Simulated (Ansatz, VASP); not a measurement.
**Na in VASP and in Ansatz**

File INCAR:

```
PREC = Accurate ; ENCUT = 520
EDIFF = 1E-8 ; ISMEAR = -1
SIGMA = 0.05 ; LREAL = False
LASPH = True ; NELM = 80
ALGO = Normal ; ISIF = 2
LWAVE = False ; LCHARG = False
GGA = PS ; LEFG = True
NBANDS = 14
```

File KPOINTS:

```
regular mesh
0
Gamma
  13 13 7
```

Contents of POSCAR:

```
Na
1.0
    3.8165724849      0.0000000000      0.0000000000
   -1.9082862425      3.3052487273      0.0000000000
    0.0000000000      0.0000000000      6.2349829711
Na
2
Direct
    0.3333333333      0.6666666667      0.2500000000
    0.6666666667      0.3333333333      0.7500000000
```

Input for Ansatz:

```yaml
crystal:
  lattice:
    - [3.8165724849, 0.0, 0.0]
    - [-1.9082862425, 3.3052487273, 0.0]
    - [0.0, 0.0, 6.2349829711]
  atoms:
    - { symbol: Na, position: [0.3333333333, 0.6666666667, 0.25] }
    - { symbol: Na, position: [0.6666666667, 0.3333333333, 0.75] }
kpoints:
  mp_grid: { grid: [13, 13, 7] }
scf:
  occupations: { method: fermi_dirac, width: 0.05 }
hamiltonian:
  xc: pbesol
  pseudopotentials: { kind: paw }
output:
  forces: true
  stress: true
  eigenvalues: true
  efg: { contact_densities: true }
```

Change from the starting cell: volume scaled by 1.04, PAW files.

Alike in both runs: task electric field gradients; functional PBEsol; k mesh 13 × 13 × 7; occupations fermi-dirac, width 0.05 eV; no spin polarisation.

```csv
,VASP,Ansatz
version,VASP 6.6.1,Ansatz 0.2.0
potentials or method,"VASP PAW PBE potentials, release 64 (Na_pv)","PAW with Ansatz's default frozen-core files, scalar-relativistic"
plane-wave cutoff (eV),520,420
valence electrons in the cell,14,18
```

|  | VASP | Ansatz | Ansatz less VASP |
| --- | --- | --- | --- |
| pressure (GPa) | -0.5 | -0.5 | 0.00 |
| traceless stress, the component that is largest in VASP (GPa) | 0.07 | 0.07 | -0.001 |
| size of Vzz on the site where it differs most (V/Å²) | 0.2 | 0.2 | -0.02 |

VASP's potentials were made for PBE, not for PBEsol. With one functional, cell and mesh, what is left measures potentials, basis and numerics. VASP's potentials hold 14 valence electrons a cell and Ansatz's 18, so a difference there can come from the potentials and not from the codes.
